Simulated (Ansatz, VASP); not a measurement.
# One calculation of BaTiO3, two programs

INCAR

```
SYSTEM = BaTiO3
  PREC = Accurate
  ENCUT = 520
  EDIFF = 1E-6
  ISMEAR = -1
  SIGMA = 0.05
  LREAL = .False.
  LASPH = .True.
  NELM = 60
  ALGO = Normal
  ISIF = 2
  LWAVE = .False.
  LCHARG = .False.
  GGA = PS
  NBANDS = 28
```

KPOINTS

```
regular mesh
0
Gamma
  7 7 7
  0 0 0
```

The input POSCAR:

```
BaTiO3
1.0
    3.9998000000      0.0000000000      0.0000000000
    0.0000000000      3.9998000000      0.0000000000
    0.0000000000      0.0000000000      4.0180000000
Ba Ti O
1 1 3
Direct
    0.9955672000      0.9906407400      0.0035034300
    0.5025366900      0.4919233700      0.4687657700
    0.4792189400      0.5143238900      0.0064065200
    0.5027309200      0.0032990000      0.5093824900
    0.0199462600      0.4998130000      0.5399418000
```

File input.yaml:

```yaml
crystal:
  lattice:
    - [3.9998, 0.0, 0.0]
    - [0.0, 3.9998, 0.0]
    - [0.0, 0.0, 4.018]
  atoms:
    - { symbol: Ba, position: [0.9955672, 0.99064074, 0.00350343] }
    - { symbol: Ti, position: [0.50253669, 0.49192337, 0.46876577] }
    - { symbol: O, position: [0.47921894, 0.51432389, 0.00640652] }
    - { symbol: O, position: [0.50273092, 0.003299, 0.50938249] }
    - { symbol: O, position: [0.01994626, 0.499813, 0.5399418] }
hamiltonian:
  xc: pbesol
  pseudopotentials: { kind: paw }
kpoints:
  mp_grid: { grid: [7, 7, 7] }
  band_path:
    path:
      - [[0.0, 0.0, 0.0], [0.0, 0.5, 0.0], [0.5, 0.5, 0.0], [0.0, 0.0, 0.0], [0.0, 0.0, 0.5], [0.0, 0.5, 0.5], [0.5, 0.5, 0.5], [0.0, 0.0, 0.5]]
      - [[0.0, 0.5, 0.0], [0.0, 0.5, 0.5]]
      - [[0.5, 0.5, 0.0], [0.5, 0.5, 0.5]]
    npoints: 14
scf:
  occupations: { method: fermi_dirac, width: 0.05 }
  n_extra_bands: 12
output:
  forces: true
  stress: true
  eigenvalues: true
  fatbands: true
  write_density: true
  write_potential: true
  elf: true
  volumetric_format: npy
```

Alike in both runs: functional PBEsol; k mesh 7 × 7 × 7; occupations fermi-dirac, width 0.05 eV; no spin polarisation.

|  | VASP | Ansatz |
| --- | --- | --- |
| version | VASP 6.6.1 | Ansatz 0.2.0 |
| potentials or method | VASP PAW PBE potentials, release 64 (Ba_sv, Ti_sv, O) | Ansatz PAW |
| plane-wave cutoff (eV) | 520 | 420 |
| valence electrons in the cell | 40 | 40 |
| task | single point | band structure |

```tsv
	VASP	Ansatz	Ansatz less VASP
gap on the k mesh at the Fermi level (eV)	1.91	1.97	+0.057
least direct gap on the mesh (eV)	2.17	2.20	+0.024
pressure (GPa)	-1.3	-3.2	-1.85
traceless stress, the component that is largest in VASP (GPa)	0.89	0.84	-0.052
rms of the force components (eV/Å)	0.539	0.537	-0.0018
```

VASP's potentials were made for PBE, not for PBEsol. Atom by atom the forces differ by 0.027 eV/Å (rms over components). The functional is the same, so the differences come from potentials, cutoffs and numerics.

Spin-orbit coupling is off throughout. Noted on Ansatz's run: the k mesh misses the band edges, so the gap on the mesh is wider than the one along the path.
